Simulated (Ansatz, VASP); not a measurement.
# SnSe in VASP and in Ansatz

INCAR

```
SYSTEM = SnSe
PREC = Accurate
ENCUT = 520
EDIFF = 1E-6
ISMEAR = 0
SIGMA = 0.02
LREAL = .FALSE.
LASPH = .TRUE.
NELM = 100
ALGO = Normal
ISIF = 2
LWAVE = .FALSE.
LCHARG = .TRUE.
GGA = PE
IVDW = 12
LELF = .TRUE.
LVHAR = .TRUE.
NBANDS = 17
```

File KPOINTS:

```
Automatic mesh
0
G
  10 10 10
  0 0 0
```

POSCAR

```
SnSe
1.0
    0.0000000000      2.9887688371      2.9887688371
    2.9887688371      0.0000000000      2.9887688371
    2.9887688371      2.9887688371      0.0000000000
Sn Se
1 1
Direct
    0.0000000000      0.0000000000      0.0000000000
    0.5000000000      0.5000000000      0.5000000000
```

Input for Ansatz:

```yaml
crystal:
  lattice:
    - [0.0, 2.9887688371, 2.9887688371]
    - [2.9887688371, 0.0, 2.9887688371]
    - [2.9887688371, 2.9887688371, 0.0]
  atoms:
    - { symbol: Sn, position: [0.0, 0.0, 0.0] }
    - { symbol: Se, position: [0.5, 0.5, 0.5] }
basis:
  ecutwfc: 420
kpoints:
  mp_grid: { grid: [10, 10, 10] }
  band_path: { path: [VBM, CBM], npoints: 2 }
hamiltonian:
  xc: pbe
  dispersion: d3bj
scf:
  occupations: { method: gaussian, width: 0.02 }
output:
  forces: false
  stress: false
  eigenvalues: true
checkpoint:
  read: start.run
  write: ck
  compress: false
  write_wavefunctions: false
  write_every: 100000
```

Alike in both runs: task single point; functional PBE; dispersion D3(BJ); k mesh 10 × 10 × 10; occupations gaussian, width 0.02 eV; no spin polarisation.

|  | VASP | Ansatz |
| --- | --- | --- |
| version | VASP 6.6.1 | Ansatz 0.2.0 |
| potentials or method | VASP PAW PBE potentials, release 64 (Sn_d, Se), cutoff 520 eV | scalar-relativistic, plane waves, PAW |
| valence electrons in the cell | 20 | 30 |

|  | VASP | Ansatz | Ansatz less VASP |
| --- | --- | --- | --- |
| gap on the k mesh at the Fermi level (eV) | 0.52 | 0.52 | 0.000 |
| least direct gap on the mesh (eV) | 0.64 | 0.64 | 0.000 |

VASP's potentials hold 20 valence electrons a cell and Ansatz's 30, so a difference there can come from the potentials and not from the codes.
